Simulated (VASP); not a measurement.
A run of VASP 6.6.1 is set up as follows.

File INCAR:

```
SYSTEM = MgB2
ALGO = Normal
EDIFF = 1E-7
ENCUT = 520
GGA = PE
ISIF = 2
ISMEAR = 0
LASPH = .TRUE.
LCHARG = .FALSE.
LREAL = .FALSE.
LWAVE = .FALSE.
NBANDS = 11
NELM = 60
PREC = Accurate
SIGMA = 0.1
```

File KPOINTS:

```
k-points
0
G
  15 15 12
  0 0 0
```

The input POSCAR:

```
MgB2
1.0
    3.0726571626      0.0000000000      0.0000000000
   -1.5363285813      2.6609991599      0.0000000000
    0.0000000000      0.0000000000      3.5318417472
Mg B
1 2
Direct
    0.0000000000      0.0000000000      0.0000000000
    0.3333333333      0.6666666667      0.5000000000
    0.6666666667      0.3333333333      0.5000000000
```

Potentials or basis: VASP PAW PBE potentials, release 64 (Mg, B).

Run with:

```console
$ cat potpaw_PBE.64/Mg/POTCAR potpaw_PBE.64/B/POTCAR > POTCAR
$ mpirun -np 1 vasp_std > vasp.out
```

(1) What does it give for the pressure?

(2) Estimate the band gap on the k mesh.

Answers

(1) -0.2 GPa.

(2) zero (band 4 reaches 7.07 eV, above the bottom of band 5 at 3.30 eV).
